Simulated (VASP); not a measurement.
# Y (P6_3/mmc) in VASP: a series of runs

Runs on Y. Level: r2SCAN. Tasks: single point, relaxation of volume and atoms at fixed shape.

All numbers are computed with VASP 6.6.1; they aren't measurements. Logs are shortened: lines on timing, memory, paths and dates and some standing lists are left out, and cuts for length are marked.

### 1 The cell of the first run

It takes space group P6_3/mmc (No. 194, hexagonal). Conventional cell: a = 3.653 Å, b = 3.653 Å, c = 5.739 Å, α = 90.00°, β = 90.00°, γ = 120.00°. Within 4.7 Å of Y (site symmetry -6m2) lie 12 Y at 3.56 to 3.65 Å.

### 2 Single point, r2SCAN

Contents of POSCAR:

```
Y
1.0
    3.6527533273      0.0000000000      0.0000000000
   -1.8263766637      3.1633771752      0.0000000000
    0.0000000000      0.0000000000      5.7390108598
Y
2
Direct
    0.3333333333      0.6666666667      0.2500000000
    0.6666666667      0.3333333333      0.7500000000
```

Contents of INCAR.step1:

```
PREC     = Accurate       # precision mode
ENCUT    = 520            # plane-wave cutoff, eV
ISMEAR   = 1              # smearing method
SIGMA    = 0.1            # smearing width, eV
LREAL    = F              # projectors in reciprocal space
LASPH    = T              # aspherical terms in the spheres
NELM     = 100            # most SCF steps
NBANDS   = 18             # bands
GGA      = PE             # functional
ALGO     = Normal         # electronic algorithm
EDIFF    = 1E-4           # SCF threshold, eV
LWAVE    = T              # write WAVECAR
LCHARG   = F              # write CHGCAR
```

Contents of INCAR.step2:

```
PREC     = Accurate       # precision mode
ENCUT    = 520            # plane-wave cutoff, eV
EDIFF    = 1E-6           # SCF threshold, eV
ISMEAR   = 1              # smearing method
SIGMA    = 0.1            # smearing width, eV
LREAL    = F              # projectors in reciprocal space
LASPH    = T              # aspherical terms in the spheres
NELM     = 100            # most SCF steps
ALGO     = Normal         # electronic algorithm
ISIF     = 2              # what is computed and relaxed
LWAVE    = F              # write WAVECAR
LCHARG   = F              # write CHGCAR
METAGGA  = R2SCAN         # meta-GGA
LMIXTAU  = T            
NBANDS   = 18             # bands
ISTART   = 1
```

Contents of KPOINTS:

```
regular mesh
0
Gamma
  6 6 3
```

Potentials or basis: VASP PAW PBE potentials, release 64 (Y_sv).

Started as:

```
$ cat potpaw_PBE.64/Y_sv/POTCAR > POTCAR
$ cp INCAR.step1 INCAR
$ mpirun -np 1 vasp_std > vasp.out
$ cp INCAR.step2 INCAR
$ mpirun -np 1 vasp_std > vasp.out
```

OUTCAR:

```text
PREC = Accurate
   ENCUT = 520
   EDIFF = 1E-6
   ISMEAR = 1
   LREAL = F
   LASPH = T
   NELM = 100
   ISIF = 2
   METAGGA = R2SCAN
   ISTART = 1

 ion  position               nearest neighbor table
   1  0.333  0.667  0.250-   2 3.56   2 3.56   2 3.56   2 3.56   2 3.56   2 3.56
   2  0.667  0.333  0.750-   1 3.56   1 3.56   1 3.56   1 3.56   1 3.56   1 3.56

  LATTYP: Found a hexagonal cell.
 ALAT       =     3.6527533273
 C/A-ratio  =     1.5711465696

  Lattice vectors:

 A1 = (   3.6527533273,   0.0000000000,   0.0000000000)
 A2 = (  -1.8263766637,   3.1633771752,   0.0000000000)
 A3 = (   0.0000000000,   0.0000000000,   5.7390108598)

Analysis of symmetry for initial positions (statically):
=====================================================================
 Subroutine PRICEL returns:
 Original cell was already a primitive cell.

 Routine SETGRP: Setting up the symmetry group for a
 hexagonal supercell.

 Subroutine GETGRP returns: Found 24 space group operations
 (whereof 12 operations were pure point group operations)
 out of a pool of 24 trial point group operations.

The static configuration has the point symmetry D_3d.
 The point group associated with its full space group is D_6h.

Analysis of symmetry for dynamics (positions and initial velocities):
=====================================================================
 Subroutine PRICEL returns:
 Original cell was already a primitive cell.

 Routine SETGRP: Setting up the symmetry group for a
 hexagonal supercell.

 Subroutine GETGRP returns: Found 24 space group operations
 (whereof 12 operations were pure point group operations)
 out of a pool of 24 trial point group operations.

The dynamic configuration has the point symmetry D_3d.
 The point group associated with its full space group is D_6h.

 Subroutine INISYM returns: Found 24 space group operations
 (whereof 12 operations are pure point group operations),
 and found     1 'primitive' translations

----------------------------------------------------------------------------------------

                                     Primitive cell

  volume of cell :      66.3145

[... 70 lines left out ...]
   ICHARG =      0    charge: 1-file 2-atom 10-const
   ISPIN  =      1    spin polarized calculation?
   LNONCOLLINEAR =      F non collinear calculations
   LSORBIT =      F    spin-orbit coupling
   LASPH  =      T    aspherical Exc in radial PAW
   ENCUT  =  520.0 eV  38.22 Ry    6.18 a.u.   6.79  6.79 10.67*2*pi/ulx,y,z
   NELM   =    100;   NELMIN=  2; NELMDL=  0     # of ELM steps
   EDIFF  = 0.1E-05   stopping-criterion for ELM
   LREAL  =      F    real-space projection
   EDIFFG = 0.1E-04   stopping-criterion for IOM
   NSW    =      0    number of steps for IOM
   IBRION =     -1    ionic relax: 0-MD 1-quasi-New 2-CG
   NFREE  =      0    steps in history (QN), initial steepest desc. (CG)
   ISIF   =      2    stress and relaxation
   ISYM   =      2    0-nonsym 1-usesym 2-fastsym
   POTIM  = 0.5000    time-step for ionic-motion
   TEBEG  =    0.0;   TEEND  =   0.0 temperature during run
   PSTRESS=    0.0 pullay stress
   NELECT =      22.0000    total number of electrons
   NUPDOWN=      -1.0000    fix difference up-down
   EMIN   =  10.00;   EMAX   =-10.00  energy-range for DOS
   EFERMI =   0.00;   METHOD = LEGACY
   ISMEAR =     1;   SIGMA  =   0.10  broadening in eV -4-tet -1-fermi 0-gaus
   EFERMI_NEDOS =   21; number of points for ismear=-14 and -15
   IALGO  =     38    algorithm
   IMIX   =      4    mixing-type and parameters
     AMIX     =   0.40;   BMIX     =  1.00
     AMIX_MAG =   1.60;   BMIX_MAG =  1.00
  volume/ion in A,a.u.               =      33.16       223.76
  Fermi-wavevector in a.u.,A,eV,Ry     =   1.133304  2.141633 17.475011  1.284377
  Thomas-Fermi vector in A             =   2.270006
   LORBIT       =      0    0 simple, 1 ext, 2 COOP (PROOUT), +10 PAW based schemes
   METAGGA = R2SCAN    functional components
   LHFCALC =     F    Hartree Fock is set to
   AEXX    =    0.0000 exact exchange contribution
   IVDW    =     0    specifies the selected vdW correction
   LEPSILON=     F    determine dielectric tensor
   LRPA    =     F    only Hartree local field effects (RPA)
 non-spin polarized calculation
 Methfessel and Paxton  Order N= 1 SIGMA  =   0.10
  energy-cutoff  :      520.00
  volume of cell :       66.31
 maximum number of plane-waves:      1797
 NGX is ok and might be reduce to    28
   NGX = 13   NGY = 13   NGZ = 21

 number of electron      22.0000001 magnetization

 Free energy of the ion-electron system (eV)
  ---------------------------------------------------
  ext. energy  EPLUGINS =         0.00000000
  ---------------------------------------------------
  free energy    TOTEN  =       -40.54234360 eV

  energy without entropy =      -40.54523211  energy(sigma->0) =      -40.54330644

 E-fermi :   2.9410     XC(G=0): -10.0286

 val. band max:        2.9308414938   @ k =   0.1667   0.1667   0.3333
 cond. band min:       3.0866241747   @ k =   0.3333   0.0000   0.0000
 fundamental gap:      0.1557826809
 Fermi energy:         2.9409814069

 k-point     1 :       0.0000    0.0000    0.0000
  band No.  band energies     occupation
      1     -41.1941      2.00000
      2     -41.1178      2.00000
      3     -20.8307      2.00000
      4     -20.3314      2.00000
      5     -20.3314      2.00000
      6     -20.2436      2.00000
[... 271 lines left out ...]
      5     -20.5982      2.00000
      6     -20.4994      2.00000
[... 10 lines left out ...]
     17       7.9238      0.00000
     18       7.9238      0.00000

------------------------ aborting loop because EDIFF is reached ----------------------------------------

  FORCE on cell =-STRESS in cart. coord.  units (eV):
  Direction    XX          YY          ZZ          XY          YZ          ZX
  --------------------------------------------------------------------------------------
  -------------------------------------------------------------------------------------
  Total        0.0328693      0.0328693     -0.0772868     -0.0000000      0.0000000      0.0000000
  in kB        0.7941324      0.7941324     -1.8672726     -0.0000000      0.0000000      0.0000000
  external PRESSURE =      -0.0930026 kB  Pullay stress =       0.0000000 kB

 VOLUME and BASIS-vectors are now :
 -----------------------------------------------------------------------------
  energy-cutoff  :      520.00
  volume of cell :       66.31
      direct lattice vectors                 reciprocal lattice vectors
     3.652753327  0.000000000  0.000000000     0.273766091  0.158058926  0.000000000
    -1.826376664  3.163377175  0.000000000     0.000000000  0.316117853  0.000000000
     0.000000000  0.000000000  5.739010860     0.000000000  0.000000000  0.174246055

 POSITION                                       TOTAL-FORCE (eV/Angst)
 -----------------------------------------------------------------------------------
     -0.00000      2.10892      1.43475        -0.000000      0.000000      0.000000
      1.82638      1.05446      4.30426         0.000000     -0.000000      0.000000
 -----------------------------------------------------------------------------------
    total drift:                               -0.000000      0.000000     -0.000000

  FREE ENERGIE OF THE ION-ELECTRON SYSTEM (eV)
  ---------------------------------------------------
  free  energy   TOTEN  =       -40.5423436047 eV

  energy  without entropy=      -40.5452321101  energy(sigma->0) =      -40.54330644
```

OUTCAR.step1:

```text
PREC = Accurate
   ENCUT = 520
   ISMEAR = 1
   LREAL = F
   LASPH = T
[... 505 lines left out ...]
 -----------------------------------------------------------------------------------
     -0.00000      2.10892      1.43475         0.000000      0.000000      0.000000
      1.82638      1.05446      4.30426        -0.000000      0.000000      0.000000
 -----------------------------------------------------------------------------------
    total drift:                               -0.000000      0.000000     -0.000000

  FREE ENERGIE OF THE ION-ELECTRON SYSTEM (eV)
  ---------------------------------------------------
  free  energy   TOTEN  =       -12.8803124498 eV

  energy  without entropy=      -12.8832612231  energy(sigma->0) =      -12.88129537
```

OSZICAR.step1:

```text
N       E                     dE             d eps       ncg     rms          rms(c)
DAV:   1     0.880610354063E+02    0.88061E+02   -0.11476E+04   504   0.115E+03
DAV:   2    -0.602071709834E+01   -0.94082E+02   -0.92759E+02   638   0.256E+02
DAV:   3    -0.130783188412E+02   -0.70576E+01   -0.70267E+01   866   0.427E+01
DAV:   4    -0.132681046185E+02   -0.18979E+00   -0.18962E+00   604   0.704E+00
DAV:   5    -0.132739813705E+02   -0.58768E-02   -0.58749E-02   740   0.942E-01    0.316E+01
DAV:   6    -0.129459093850E+02    0.32807E+00   -0.42587E-01   560   0.396E+00    0.196E+01
DAV:   7    -0.128916000754E+02    0.54309E-01   -0.83311E-01   666   0.510E+00    0.183E+00
DAV:   8    -0.128812534534E+02    0.10347E-01   -0.16441E-01   608   0.225E+00    0.130E+00
DAV:   9    -0.128802245553E+02    0.10289E-02   -0.35289E-03   720   0.364E-01    0.368E-01
DAV:  10    -0.128803878433E+02   -0.16329E-03   -0.18967E-03   550   0.383E-01    0.373E-01
DAV:  11    -0.128803124498E+02    0.75393E-04   -0.13708E-04   426   0.103E-01
   1 F= -.12880312E+02 E0= -.12881295E+02  d E =0.294877E-02
```

Wall time 2.4 min (1 thread of Intel Xeon Platinum 8488C (Sapphire Rapids), shared host); peak memory 0.2 GiB.

What came out:

```
Free energy            : -40.5423 eV
Pressure               : 0.0 GPa
Band gap on the k mesh : zero (bands 11 and 12 overlap by 1.24 eV)
```

Stress tensor (GPa, compression positive):
```
 0.08  0.00  0.00
 0.00  0.08  0.00
 0.00  0.00 -0.19
```

Caveat: the k points lie up to 0.36 Å⁻¹ apart, too coarse for converged energies and pressures of a metal; the PAW data sets were made with another functional, which shifts forces and pressure a little.

### 3 Relaxation of volume and atoms at fixed shape, r2SCAN

This run uses another cell than the first one, of 33.01 Å³/atom.

Contents of POSCAR:

```
Y
1.0
    3.6474000000      0.0000000000      0.0000000000
   -1.8237000000      3.1587410600      0.0000000000
    0.0000000000      0.0000000000      5.7306000000
Y
2
Direct
    0.3333333328      0.6666666656      0.2500000000
    0.6666666672      0.3333333344      0.7500000000
```

Contents of INCAR.step1:

```
PREC = Accurate
ENCUT = 600
ISMEAR = 1
SIGMA = 0.1
LREAL = False
LASPH = True
NELM = 80
GGA = PE
ALGO = Normal
EDIFF = 1E-4
LWAVE = True
LCHARG = False
```

Contents of INCAR.step2:

```
PREC = Accurate
ENCUT = 600
EDIFF = 1E-6
ISMEAR = 1
SIGMA = 0.1
LREAL = False
LASPH = True
NELM = 80
ALGO = Normal
ISIF = 8
LWAVE = False
LCHARG = False
METAGGA = R2SCAN
LMIXTAU = True
IBRION = 2
NSW = 80
EDIFFG = -0.03
ISTART = 1
```

KPOINTS is that of step 2.

Potentials or basis: VASP PAW PBE potentials, release 64 (Y_sv).

Started as:

```
$ cat potpaw_PBE.64/Y_sv/POTCAR > POTCAR
$ cp INCAR.step1 INCAR
$ mpirun -np 1 vasp_std > vasp.out
$ cp INCAR.step2 INCAR
$ mpirun -np 1 vasp_std > vasp.out
```

OUTCAR:

```text
PREC = Accurate
   ENCUT = 600
   EDIFF = 1E-6
   ISMEAR = 1
   LREAL = False
   LASPH = True
   NELM = 80
   ISIF = 8
   METAGGA = R2SCAN
   IBRION = 2
   NSW = 80
   EDIFFG = -0.03
   ISTART = 1

 ion  position               nearest neighbor table
   1  0.333  0.667  0.250-   2 3.56   2 3.56   2 3.56   2 3.56   2 3.56   2 3.56
   2  0.667  0.333  0.750-   1 3.56   1 3.56   1 3.56   1 3.56   1 3.56   1 3.56

  LATTYP: Found a hexagonal cell.
 ALAT       =     3.6474000000
 C/A-ratio  =     1.5711465702

  Lattice vectors:
[... 478 lines left out ...]

  FORCE on cell =-STRESS in cart. coord.  units (eV):
  Direction    XX          YY          ZZ          XY          YZ          ZX
  --------------------------------------------------------------------------------------
  -------------------------------------------------------------------------------------
  Total        0.0230907      0.0230907     -0.0835274      0.0000000      0.0000000      0.0000000
  in kB        0.5571796      0.5571796     -2.0155184      0.0000000      0.0000000      0.0000000
  external PRESSURE =      -0.3003864 kB  Pullay stress =       0.0000000 kB

 VOLUME and BASIS-vectors are now :
 -----------------------------------------------------------------------------
  energy-cutoff  :      600.00
  volume of cell :       66.40
      direct lattice vectors                 reciprocal lattice vectors
     3.654280534  0.000000000  0.000000000     0.273651678  0.157992870  0.000000000
    -1.827140267  3.164699778  0.000000000     0.000000000  0.315985740  0.000000000
     0.000000000  0.000000000  5.741410328     0.000000000  0.000000000  0.174173233

 POSITION                                       TOTAL-FORCE (eV/Angst)
 -----------------------------------------------------------------------------------
      0.00000      2.10980      1.43535        -0.000000     -0.000000      0.000000
      1.82714      1.05490      4.30606         0.000000      0.000000      0.000000
 -----------------------------------------------------------------------------------
    total drift:                                0.000000     -0.000001     -0.000000

  FREE ENERGIE OF THE ION-ELECTRON SYSTEM (eV)
  ---------------------------------------------------
  free  energy   TOTEN  =       -40.5430360172 eV

  energy  without entropy=      -40.5459940258  energy(sigma->0) =      -40.54402202

 reached required accuracy - stopping structural energy minimisation
```

OUTCAR.step1:

```text
PREC = Accurate
   ENCUT = 600
   ISMEAR = 1
   LREAL = False
   LASPH = True
[... 464 lines left out ...]
      0.00000      2.10583      1.43265         0.000000      0.000000      0.000000
      1.82370      1.05291      4.29795        -0.000000     -0.000000      0.000000
 -----------------------------------------------------------------------------------
    total drift:                                0.000000     -0.000001     -0.000000

  FREE ENERGIE OF THE ION-ELECTRON SYSTEM (eV)
  ---------------------------------------------------
  free  energy   TOTEN  =       -12.8817345756 eV

  energy  without entropy=      -12.8846782693  energy(sigma->0) =      -12.88271581
```

It took 4.5 min on 1 thread of Intel Xeon Platinum 8488C (Sapphire Rapids), shared host; peak memory 0.23 GiB.

What came out:

| Property | Result |
| --- | --- |
| Free energy | -40.5430 eV |
| Relaxed volume | 33.20 Å³/atom |
| Relaxed cell | a = 3.654 Å, b = 3.654 Å, c = 5.741 Å, α = 90.00°, β = 90.00°, γ = 120.00° |
| Space group after relaxing (to 0.1 Å) | P6_3/mmc (No. 194) |
| Energy gained by relaxing | 0.1 meV/atom |
| Ionic steps | 2 |
| Pressure after relaxing | 0.0 GPa |
| Band gap on the k mesh | zero (bands 11 and 12 overlap by 1.24 eV) |

The path:
```csv
step,energy change (eV),largest force (eV/Å),pressure (GPa),volume (Å³)
1,0.0000,0.0000,0.19,66.02
2,-0.0002,0.0000,-0.03,66.40
```

Final structure:
```cif
data_structure
_symmetry_space_group_name_H-M 'P 1'
_symmetry_Int_Tables_number 1
_cell_length_a 3.6543
_cell_length_b 3.6543
_cell_length_c 5.7414
_cell_angle_alpha 90.000
_cell_angle_beta 90.000
_cell_angle_gamma 120.000
_cell_volume 66.40
loop_
_atom_site_label
_atom_site_type_symbol
_atom_site_fract_x
_atom_site_fract_y
_atom_site_fract_z
_atom_site_occupancy
Y1 Y 0.33333 0.66667 0.25000 1
Y2 Y 0.66667 0.33333 0.75000 1
```

Levels at points of the mesh, in eV from the Fermi level:
```
           k point  band 7  band 8  band 9  band 10  band 11  band 12  band 13  band 14  band 15
(0.00, 0.00, 0.00)  -23.19  -23.17   -4.85    -1.82     0.75     2.04     2.04     2.36     2.69
(0.50, 0.00, 0.00)  -23.32  -23.25   -1.65    -1.14    -0.77    -0.18     1.54     1.77     2.29
```

Caveat: the k points lie up to 0.36 Å⁻¹ apart in the final cell, too coarse for converged energies and pressures of a metal; the PAW data sets were made with another functional, which shifts forces and pressure a little. Zero-point motion and thermal expansion aren't in these numbers.
